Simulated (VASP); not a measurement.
# Nb (Im-3m) in VASP: further runs, part 2 of 2

VASP 6.6.1.

## 3. Single point, PBEsol (volume scaled by 0.91)

The input, INCAR:

```
PREC = Accurate
ENCUT = 520
EDIFF = 1E-6
ISMEAR = 0
SIGMA = 0.1
LREAL = False
LASPH = True
NELM = 80
ALGO = Fast
ISIF = 2
LWAVE = False
LCHARG = False
GGA = PS
NBANDS = 12
```

The input, KPOINTS:

```
Automatic mesh
0
Gamma
  18 18 18
```

The input, POSCAR:

```
Nb
1.0
   -1.5855846154      1.5855846154      1.5855846154
    1.5855846154     -1.5855846154      1.5855846154
    1.5855846154      1.5855846154     -1.5855846154
Nb
1
Direct
    0.0000000000      0.0000000000      0.0000000000
```

Potentials or basis: VASP PAW PBE potentials, release 64 (Nb_sv).

On the command line:

```console
$ cat potpaw_PBE.64/Nb_sv/POTCAR > POTCAR
$ mpirun -np 1 vasp_std > vasp.out
```

OUTCAR:

```text
PREC = Accurate
   ENCUT = 520
   EDIFF = 1E-6
   ISMEAR = 0
   LREAL = False
   LASPH = True
   NELM = 80
   ISIF = 2
   GGA = PS

 ion  position               nearest neighbor table
   1  0.000  0.000  0.000-

  LATTYP: Found a body centered cubic cell.
 ALAT       =     3.1711692308

  Lattice vectors:

 A1 = (  -1.5855846154,   1.5855846154,   1.5855846154)
 A2 = (   1.5855846154,  -1.5855846154,   1.5855846154)
 A3 = (   1.5855846154,   1.5855846154,  -1.5855846154)

Analysis of symmetry for initial positions (statically):
=====================================================================
 Subroutine PRICEL returns:
 Original cell was already a primitive cell.

 Routine SETGRP: Setting up the symmetry group for a
 body centered cubic supercell.

 Subroutine GETGRP returns: Found 48 space group operations
 (whereof 48 operations were pure point group operations)
 out of a pool of 48 trial point group operations.

The static configuration has the point symmetry O_h .

Analysis of symmetry for dynamics (positions and initial velocities):
=====================================================================
 Subroutine PRICEL returns:
 Original cell was already a primitive cell.

 Routine SETGRP: Setting up the symmetry group for a
 body centered cubic supercell.

 Subroutine GETGRP returns: Found 48 space group operations
 (whereof 48 operations were pure point group operations)
 out of a pool of 48 trial point group operations.

The dynamic configuration has the point symmetry O_h .

 Subroutine INISYM returns: Found 48 space group operations
 (whereof 48 operations are pure point group operations),
 and found     1 'primitive' translations

----------------------------------------------------------------------------------------

                                     Primitive cell

  volume of cell :      15.9451

  direct lattice vectors                    reciprocal lattice vectors
    -1.585584615  1.585584615  1.585584615     0.000000000  0.315341102  0.315341102
     1.585584615 -1.585584615  1.585584615     0.315341102  0.000000000  0.315341102
     1.585584615  1.585584615 -1.585584615     0.315341102  0.315341102  0.000000000

  length of vectors
     2.746313114  2.746313114  2.746313114     0.445959663  0.445959663  0.445959663

  position of ions in fractional coordinates (direct lattice)
     0.000000000  0.000000000  0.000000000

  ion indices of the primitive-cell ions
   primitive index   ion index
                 1           1

----------------------------------------------------------------------------------------

 KPOINTS: Automatic mesh

Automatic generation of k-mesh.
 Grid dimensions read from file:
 generate k-points for:   18   18   18

 Generating k-lattice:

  Cartesian coordinates                     Fractional coordinates (reciprocal lattice)
     0.000000000  0.017518950  0.017518950     0.055555556  0.000000000  0.000000000
     0.017518950  0.000000000  0.017518950     0.000000000  0.055555556  0.000000000
     0.017518950  0.017518950  0.000000000     0.000000000  0.000000000  0.055555556

  Length of vectors
     0.024775537  0.024775537  0.024775537

  Shift w.r.t. Gamma in fractional coordinates (k-lattice)
     0.000000000  0.000000000  0.000000000

 Subroutine IBZKPT returns following result:
 ===========================================

 Found    195 irreducible k-points:

 Following reciprocal coordinates:
            Coordinates               Weight
  0.000000  0.000000  0.000000      1.000000
  0.055556  0.000000  0.000000     12.000000
  0.111111  0.000000  0.000000     12.000000
  0.166667  0.000000  0.000000     12.000000
  0.222222  0.000000  0.000000     12.000000
  0.277778  0.000000  0.000000     12.000000
[... 16 lines left out ...]
  0.333333  0.111111  0.000000     48.000000
  0.388889  0.111111 -0.000000     48.000000
 [... further k-points ...]
   k-points           NKPTS =    195   k-points in BZ     NKDIM =    195   number of bands    NBANDS=     12
   number of dos      NEDOS =    301   number of ions     NIONS =      1
   total plane-waves  NPLWV =   8000
   dimension x,y,z NGX =    20 NGY =   20 NGZ =   20
   dimension x,y,z NGXF=    40 NGYF=   40 NGZF=   40
   ions per type =               1
   NGX,Y,Z   is equivalent  to a cutoff of  12.11, 12.11, 12.11 a.u.
   NGXF,Y,Z  is equivalent  to a cutoff of  24.21, 24.21, 24.21 a.u.
 SYSTEM =  unknown system
   PREC   = accura    normal or accurate (medium, high low for compatibility)
   ISTART =      0    job   : 0-new  1-cont  2-samecut
   ICHARG =      2    charge: 1-file 2-atom 10-const
   ISPIN  =      1    spin polarized calculation?
   LNONCOLLINEAR =      F non collinear calculations
   LSORBIT =      F    spin-orbit coupling
   LASPH  =      T    aspherical Exc in radial PAW
   ENCUT  =  520.0 eV  38.22 Ry    6.18 a.u.   5.11  5.11  5.11*2*pi/ulx,y,z
   NELM   =     80;   NELMIN=  2; NELMDL= -5     # of ELM steps
   EDIFF  = 0.1E-05   stopping-criterion for ELM
   LREAL  =      F    real-space projection
   EDIFFG = 0.1E-04   stopping-criterion for IOM
   NSW    =      0    number of steps for IOM
   IBRION =     -1    ionic relax: 0-MD 1-quasi-New 2-CG
   NFREE  =      0    steps in history (QN), initial steepest desc. (CG)
   ISIF   =      2    stress and relaxation
   ISYM   =      2    0-nonsym 1-usesym 2-fastsym
   POTIM  = 0.5000    time-step for ionic-motion
   TEBEG  =    0.0;   TEEND  =   0.0 temperature during run
   PSTRESS=    0.0 pullay stress
   NELECT =      13.0000    total number of electrons
   NUPDOWN=      -1.0000    fix difference up-down
   EMIN   =  10.00;   EMAX   =-10.00  energy-range for DOS
   EFERMI =   0.00;   METHOD = LEGACY
   ISMEAR =     0;   SIGMA  =   0.10  broadening in eV -4-tet -1-fermi 0-gaus
   EFERMI_NEDOS =   21; number of points for ismear=-14 and -15
   IALGO  =     68    algorithm
   IMIX   =      4    mixing-type and parameters
     AMIX     =   0.40;   BMIX     =  1.00
     AMIX_MAG =   1.60;   BMIX_MAG =  1.00
  volume/ion in A,a.u.               =      15.95       107.60
  Fermi-wavevector in a.u.,A,eV,Ry     =   1.529372  2.890094 31.823746  2.338979
  Thomas-Fermi vector in A             =   2.637002
   LORBIT       =      0    0 simple, 1 ext, 2 COOP (PROOUT), +10 PAW based schemes
   GGA     = PS    functional components
   LHFCALC =     F    Hartree Fock is set to
   AEXX    =    0.0000 exact exchange contribution
   IVDW    =     0    specifies the selected vdW correction
   LEPSILON=     F    determine dielectric tensor
   LRPA    =     F    only Hartree local field effects (RPA)
 non-spin polarized calculation
 RMM-DIIS sequential band-by-band and
 Gauss-broadening in eV      SIGMA  =   0.10
  energy-cutoff  :      520.00
  volume of cell :       15.95
 maximum number of plane-waves:       444
   NGX = 11   NGY = 11   NGZ = 11

 number of electron      13.0000001 magnetization

 Free energy of the ion-electron system (eV)
  ---------------------------------------------------
  ext. energy  EPLUGINS =         0.00000000
  ---------------------------------------------------
  free energy    TOTEN  =       -10.86539951 eV

  energy without entropy =      -10.85855144  energy(sigma->0) =      -10.86197547

 E-fermi :  12.8565     XC(G=0): -13.2734

 val. band max:       12.8511548835   @ k =   0.3333   0.2222   0.1111
 cond. band min:      12.8670444134   @ k =  -0.1667   0.2222   0.1111
 fundamental gap:      0.0158895298
 Fermi energy:        12.8565051365

 k-point     1 :       0.0000    0.0000    0.0000
  band No.  band energies     occupation
      1     -41.3228      2.00000
      2     -16.3147      2.00000
      3     -16.3147      2.00000
      4     -16.3147      2.00000
      5       6.6838      2.00000
      6      13.1451      0.00004
      7      13.1451      0.00004
      8      13.1451      0.00004
      9      16.4799      0.00000
     10      16.4799      0.00000
     11      27.3558      0.00000
     12      27.3558      0.00000
[... 331 lines left out ...]
 k-point    24 :       0.3889    0.1111   -0.0000
  band No.  band energies     occupation
      1     -40.9221      2.00000
      2     -18.1753      2.00000
      3     -16.9890      2.00000
      4     -16.4264      2.00000
      5       9.0213      2.00000
      6      10.9427      2.00000
      7      14.3566      0.00000
      8      16.4182      0.00000
      9      17.7452      0.00000
     10      20.6907      0.00000
     11      25.7507      0.00000
     12      26.8477      0.00000

 [... further k-points ...]
[... 5 lines left out ...]
  --------------------------------------------------------------------------------------
  -------------------------------------------------------------------------------------
  Total        1.9485392      1.9485392      1.9485392      0.0000000      0.0000000     -0.0000000
  in kB      195.7904330    195.7904330    195.7904330      0.0000000      0.0000000     -0.0000000
  external PRESSURE =     195.7904330 kB  Pullay stress =       0.0000000 kB

 VOLUME and BASIS-vectors are now :
 -----------------------------------------------------------------------------
  energy-cutoff  :      520.00
  volume of cell :       15.95
      direct lattice vectors                 reciprocal lattice vectors
    -1.585584615  1.585584615  1.585584615     0.000000000  0.315341102  0.315341102
     1.585584615 -1.585584615  1.585584615     0.315341102  0.000000000  0.315341102
     1.585584615  1.585584615 -1.585584615     0.315341102  0.315341102  0.000000000

 POSITION                                       TOTAL-FORCE (eV/Angst)
 -----------------------------------------------------------------------------------
      0.00000      0.00000      0.00000        -0.000000     -0.000000     -0.000000
 -----------------------------------------------------------------------------------
    total drift:                                0.000000     -0.000000     -0.000000

  FREE ENERGIE OF THE ION-ELECTRON SYSTEM (eV)
  ---------------------------------------------------
  free  energy   TOTEN  =       -10.8653995096 eV

  energy  without entropy=      -10.8585514365  energy(sigma->0) =      -10.86197547
```

It took 47 s on 1 thread of Intel Xeon Platinum 8259CL at 2.50GHz (Skylake/Cascade Lake), shared host; peak memory 0.15 GiB.

Results:

```yaml
Free_energy: -10.8654 eV
Pressure: 19.6 GPa
```

Levels at points of the mesh, in eV from the Fermi level:
| k point | band 4 | band 5 | band 6 | band 7 | band 8 | band 9 |
| --- | --- | --- | --- | --- | --- | --- |
| (0.00, 0.00, 0.00) | -29.17 | -6.17 | 0.29 | 0.29 | 0.29 | 3.62 |
| (0.50, 0.00, 0.00) | -29.20 | -4.30 | -2.09 | 2.96 | 3.75 | 4.54 |
| (0.50, 0.50, 0.50) | -30.50 | -4.53 | -4.53 | 6.50 | 6.50 | 6.50 |

Caveat: the PAW data sets were made with another functional, which shifts forces and pressure a little.
